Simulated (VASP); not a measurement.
# Pd (Fm-3m) in VASP: settings compared

The runs below take Pd through single point, with r2SCAN+rVV10, r2SCAN.

Everything below comes from runs of VASP 6.6.1. Logs are shortened: lines on timing, memory, paths and dates and some standing lists are left out, and cuts for length are marked.

## Step 1: The cell of the first run

Symmetry: Fm-3m, No. 225, cubic system. Conventional cell: a = 3.919 Å, b = 3.919 Å, c = 3.919 Å, α = 90.00°, β = 90.00°, γ = 90.00°. Pd (site symmetry m-3m) has 12 Pd at 2.77 Å within 3.7 Å.

## Step 2: Single point, r2SCAN+rVV10

Contents of POSCAR:

```
Pd
1.0
    0.0000000000      1.9593911042      1.9593911042
    1.9593911042      0.0000000000      1.9593911042
    1.9593911042      1.9593911042      0.0000000000
Pd
1
Direct
    0.0000000000      0.0000000000      0.0000000000
```

Contents of INCAR.step1:

```
  PREC = Accurate
  ENCUT = 590
  ISMEAR = -1
  SIGMA = 0.05
  LREAL = F
  LASPH = T
  NELM = 120
  NBANDS = 15
  GGA = PE
  ALGO = Normal
  EDIFF = 1E-5
  LWAVE = T
  LCHARG = F
  GGA_COMPAT = F
```

Contents of INCAR.step2:

```
  PREC = Accurate
  ENCUT = 590
  EDIFF = 1E-6
  ISMEAR = -1
  SIGMA = 0.05
  LREAL = F
  LASPH = T
  NELM = 120
  ALGO = Normal
  ISIF = 2
  LWAVE = F
  LCHARG = F
  METAGGA = R2SCAN
  LMIXTAU = T
  LUSE_VDW = T
  IVDW_NL = 2
  BPARAM = 11.95
  CPARAM = 0.0093
  NBANDS = 15
  ISTART = 1
  GGA_COMPAT = F
```

Contents of KPOINTS:

```
Automatic mesh
0
Gamma
  12 12 12
```

Potentials or basis: VASP PAW PBE potentials, release 64 (Pd_sv_GW).

Started as:

```
$ cat potpaw_PBE.64/Pd_sv_GW/POTCAR > POTCAR
$ cp INCAR.step1 INCAR
$ mpirun -np 1 vasp_std > vasp.out
$ cp INCAR.step2 INCAR
$ mpirun -np 1 vasp_std > vasp.out
```

OUTCAR:

```text
PREC = Accurate
   ENCUT = 590
   EDIFF = 1E-6
   ISMEAR = -1
   LREAL = F
   LASPH = T
   NELM = 120
   ISIF = 2
   METAGGA = R2SCAN
   IVDW_NL = 2
   BPARAM = 11.95
   ISTART = 1

 ion  position               nearest neighbor table
   1  0.000  0.000  0.000-

  LATTYP: Found a face centered cubic cell.
 ALAT       =     3.9187822084

  Lattice vectors:

 A1 = (   0.0000000000,   1.9593911042,   1.9593911042)
 A2 = (   1.9593911042,   0.0000000000,   1.9593911042)
 A3 = (   1.9593911042,   1.9593911042,   0.0000000000)

Analysis of symmetry for initial positions (statically):
[... 33 lines left out ...]
                                     Primitive cell

  volume of cell :      15.0450

  direct lattice vectors                    reciprocal lattice vectors
     0.000000000  1.959391104  1.959391104    -0.255181316  0.255181316  0.255181316
     1.959391104  0.000000000  1.959391104     0.255181316 -0.255181316  0.255181316
     1.959391104  1.959391104  0.000000000     0.255181316  0.255181316 -0.255181316

  length of vectors
     2.770997474  2.770997474  2.770997474     0.441987004  0.441987004  0.441987004

  position of ions in fractional coordinates (direct lattice)
     0.000000000  0.000000000  0.000000000

  ion indices of the primitive-cell ions
   primitive index   ion index
                 1           1

----------------------------------------------------------------------------------------

 KPOINTS: Automatic mesh

Automatic generation of k-mesh.
 Grid dimensions read from file:
 generate k-points for:   12   12   12

 Generating k-lattice:

  Cartesian coordinates                     Fractional coordinates (reciprocal lattice)
    -0.021265110  0.021265110  0.021265110     0.083333333  0.000000000  0.000000000
     0.021265110 -0.021265110  0.021265110     0.000000000  0.083333333  0.000000000
     0.021265110  0.021265110 -0.021265110     0.000000000  0.000000000  0.083333333

  Length of vectors
     0.036832250  0.036832250  0.036832250

  Shift w.r.t. Gamma in fractional coordinates (k-lattice)
     0.000000000  0.000000000  0.000000000

 Subroutine IBZKPT returns following result:
 ===========================================

 Found     72 irreducible k-points:

 Following reciprocal coordinates:
            Coordinates               Weight
  0.000000  0.000000  0.000000      1.000000
  0.083333  0.000000  0.000000      8.000000
  0.166667  0.000000  0.000000      8.000000
  0.250000  0.000000  0.000000      8.000000
  0.333333  0.000000  0.000000      8.000000
  0.416667  0.000000  0.000000      8.000000
[... 16 lines left out ...]
  0.500000  0.166667  0.000000     24.000000
 -0.416667  0.166667  0.000000     24.000000
 [... further k-points ...]
   k-points           NKPTS =     72   k-points in BZ     NKDIM =     72   number of bands    NBANDS=     15
   number of dos      NEDOS =    301   number of ions     NIONS =      1
   total plane-waves  NPLWV =  13824
   dimension x,y,z NGX =    24 NGY =   24 NGZ =   24
   dimension x,y,z NGXF=    48 NGYF=   48 NGZF=   48
   ions per type =               1
   NGX,Y,Z   is equivalent  to a cutoff of  14.40, 14.40, 14.40 a.u.
   NGXF,Y,Z  is equivalent  to a cutoff of  28.80, 28.80, 28.80 a.u.
 SYSTEM =  unknown system
   PREC   = accura    normal or accurate (medium, high low for compatibility)
   ISTART =      1    job   : 0-new  1-cont  2-samecut
   ICHARG =      0    charge: 1-file 2-atom 10-const
   ISPIN  =      1    spin polarized calculation?
   LNONCOLLINEAR =      F non collinear calculations
   LSORBIT =      F    spin-orbit coupling
   LASPH  =      T    aspherical Exc in radial PAW
   ENCUT  =  590.0 eV  43.36 Ry    6.59 a.u.   5.49  5.49  5.49*2*pi/ulx,y,z
   NELM   =    120;   NELMIN=  2; NELMDL=  0     # of ELM steps
   EDIFF  = 0.1E-05   stopping-criterion for ELM
   LREAL  =      F    real-space projection
   EDIFFG = 0.1E-04   stopping-criterion for IOM
   NSW    =      0    number of steps for IOM
   IBRION =     -1    ionic relax: 0-MD 1-quasi-New 2-CG
   NFREE  =      0    steps in history (QN), initial steepest desc. (CG)
   ISIF   =      2    stress and relaxation
   ISYM   =      2    0-nonsym 1-usesym 2-fastsym
   POTIM  = 0.5000    time-step for ionic-motion
   TEBEG  =    0.0;   TEEND  =   0.0 temperature during run
   PSTRESS=    0.0 pullay stress
   NELECT =      18.0000    total number of electrons
   NUPDOWN=      -1.0000    fix difference up-down
   EMIN   =  10.00;   EMAX   =-10.00  energy-range for DOS
   EFERMI =   0.00;   METHOD = LEGACY
   ISMEAR =    -1;   SIGMA  =   0.05  broadening in eV -4-tet -1-fermi 0-gaus
   EFERMI_NEDOS =   21; number of points for ismear=-14 and -15
   IALGO  =     38    algorithm
   IMIX   =      4    mixing-type and parameters
     AMIX     =   0.40;   BMIX     =  1.00
     AMIX_MAG =   1.60;   BMIX_MAG =  1.00
  volume/ion in A,a.u.               =      15.05       101.53
  Fermi-wavevector in a.u.,A,eV,Ry     =   1.737939  3.284229 41.095473  3.020432
  Thomas-Fermi vector in A             =   2.811067
   LORBIT       =      0    0 simple, 1 ext, 2 COOP (PROOUT), +10 PAW based schemes
   METAGGA = R2SCAN    functional components
   LHFCALC =     F    Hartree Fock is set to
   AEXX    =    0.0000 exact exchange contribution
   IVDW_NL    =     2    kernel type
   BPARAM     =11.9500
   IVDW    =     0    specifies the selected vdW correction
   LEPSILON=     F    determine dielectric tensor
   LRPA    =     F    only Hartree local field effects (RPA)
 non-spin polarized calculation
  energy-cutoff  :      590.00
  volume of cell :       15.05
 maximum number of plane-waves:       531
 NGX is ok and might be reduce to    24
   NGX = 11   NGY = 11   NGZ = 11

 number of electron      17.9999996 magnetization

 Free energy of the ion-electron system (eV)
  ---------------------------------------------------
  ext. energy  EPLUGINS =         0.00000000
  ---------------------------------------------------
  free energy    TOTEN  =       -21.06304155 eV

  energy without entropy =      -21.04404973  energy(sigma->0) =      -21.05354564

 E-fermi :   7.9165     XC(G=0): -14.3230

 val. band max:        7.9112435879   @ k =  -0.4167   0.3333   0.0833
 cond. band min:       7.9176022756   @ k =  -0.2500   0.4167   0.1667
 fundamental gap:      0.0063586876
 Fermi energy:         7.9164703654

 k-point     1 :       0.0000    0.0000    0.0000
  band No.  band energies     occupation
      1     -78.4567      2.00000
      2     -43.1330      2.00000
      3     -43.1330      2.00000
      4     -43.1330      2.00000
      5       0.9407      2.00000
      6       5.1168      2.00000
      7       5.1168      2.00000
      8       5.1168      2.00000
      9       6.6698      2.00000
     10       6.6698      2.00000
     11      25.6814      0.00000
     12      30.4977      0.00000
     13      30.4977      0.00000
     14      30.4977      0.00000
     15      36.2974      0.00000

 k-point     2 :       0.0833    0.0000    0.0000
  band No.  band energies     occupation
      1     -78.4531      2.00000
      2     -43.1598      2.00000
      3     -43.1368      2.00000
      4     -43.1368      2.00000
      5       1.1956      2.00000
      6       5.0330      2.00000
      7       5.2018      2.00000
      8       5.2018      2.00000
      9       6.6325      2.00000
     10       6.6325      2.00000
     11      25.9263      0.00000
     12      29.0519      0.00000
     13      30.7853      0.00000
     14      30.7853      0.00000
     15      36.8407      0.00000

 k-point     3 :       0.1667    0.0000    0.0000
  band No.  band energies     occupation
      1     -78.4433      2.00000
      2     -43.2345      2.00000
      3     -43.1472      2.00000
      4     -43.1472      2.00000
      5       1.8808      2.00000
      6       4.8958      2.00000
      7       5.3706      2.00000
      8       5.3706      2.00000
      9       6.6126      2.00000
     10       6.6126      2.00000
     11      25.7385      0.00000
     12      27.0594      0.00000
     13      31.5379      0.00000
     14      31.5379      0.00000
     15      35.0534      0.00000

 k-point     4 :       0.2500    0.0000    0.0000
  band No.  band energies     occupation
      1     -78.4300      2.00000
      2     -43.3353      2.00000
      3     -43.1615      2.00000
      4     -43.1615      2.00000
      5       2.6140      2.00000
      6       5.1564      2.00000
      7       5.3967      2.00000
      8       5.3967      2.00000
      9       6.8396      2.00000
     10       6.8396      2.00000
     11      22.9775      0.00000
     12      26.7689      0.00000
     13      32.2067      0.00000
     14      32.2067      0.00000
     15      34.5707      0.00000
[... 307 lines left out ...]
 k-point    22 :       0.4167    0.1667    0.0000
  band No.  band energies     occupation
      1     -78.4056      2.00000
      2     -43.4514      2.00000
      3     -43.2282      2.00000
      4     -43.2131      2.00000
      5       3.2937      2.00000
      6       4.7023      2.00000
      7       5.3412      2.00000
      8       5.8010      2.00000
      9       7.8501      1.58097
     10       9.2800      0.00000
     11      19.1548      0.00000
     12      25.7873      0.00000
     13      27.1039      0.00000
     14      28.8369      0.00000
     15      36.8002      0.00000

 k-point    23 :       0.5000    0.1667    0.0000
  band No.  band energies     occupation
      1     -78.3987      2.00000
      2     -43.4946      2.00000
      3     -43.2497      2.00000
      4     -43.2136      2.00000
      5       3.2456      2.00000
      6       4.6291      2.00000
      7       5.6518      2.00000
      8       5.8750      2.00000
      9       7.9423      0.74764
     10      11.2416      0.00000
     11      16.3484      0.00000
     12      24.9223      0.00000
     13      27.3730      0.00000
     14      27.8893      0.00000
     15      36.7821      0.00000

 k-point    24 :      -0.4167    0.1667    0.0000
  band No.  band energies     occupation
      1     -78.3978      2.00000
      2     -43.4981      2.00000
      3     -43.2629      2.00000
      4     -43.2055      2.00000
      5       3.2981      2.00000
      6       4.6351      2.00000
      7       5.5804      2.00000
      8       6.0800      2.00000
      9       7.6791      1.98279
     10      11.8169      0.00000
     11      15.8084      0.00000
     12      24.3274      0.00000
     13      27.4194      0.00000
     14      28.4336      0.00000
     15      36.4224      0.00000

 [... further k-points ...]
[... 5 lines left out ...]
  --------------------------------------------------------------------------------------
  -------------------------------------------------------------------------------------
  Total       -0.5019348     -0.5019348     -0.5019348      0.0000000     -0.0000000      0.0000000
  in kB      -53.4520618    -53.4520618    -53.4520618      0.0000000     -0.0000000      0.0000000
  external PRESSURE =     -53.4520618 kB  Pullay stress =       0.0000000 kB

 VOLUME and BASIS-vectors are now :
 -----------------------------------------------------------------------------
  energy-cutoff  :      590.00
  volume of cell :       15.05
      direct lattice vectors                 reciprocal lattice vectors
     0.000000000  1.959391104  1.959391104    -0.255181316  0.255181316  0.255181316
     1.959391104  0.000000000  1.959391104     0.255181316 -0.255181316  0.255181316
     1.959391104  1.959391104  0.000000000     0.255181316  0.255181316 -0.255181316

 POSITION                                       TOTAL-FORCE (eV/Angst)
 -----------------------------------------------------------------------------------
      0.00000      0.00000      0.00000        -0.000000     -0.000000      0.000000
 -----------------------------------------------------------------------------------
    total drift:                               -0.000000      0.000000     -0.000000

  FREE ENERGIE OF THE ION-ELECTRON SYSTEM (eV)
  ---------------------------------------------------
  free  energy   TOTEN  =       -21.0630415542 eV

  energy  without entropy=      -21.0440497284  energy(sigma->0) =      -21.05354564
```

Wall time 70 s (1 thread of Intel Xeon Platinum 8375C at 2.90GHz (Ice Lake), shared host); peak memory 0.23 GiB.

What came out:

```yaml
Free_energy: -21.0630 eV
Pressure: -5.3 GPa
Band_gap_on_the_k_mesh: zero (band 9 reaches 8.23 eV, above the bottom of band 10 at 6.61 eV)
```

Caveat: the PAW data sets were made with another functional, which shifts forces and pressure a little.

(Continued in part 2 of 2.)
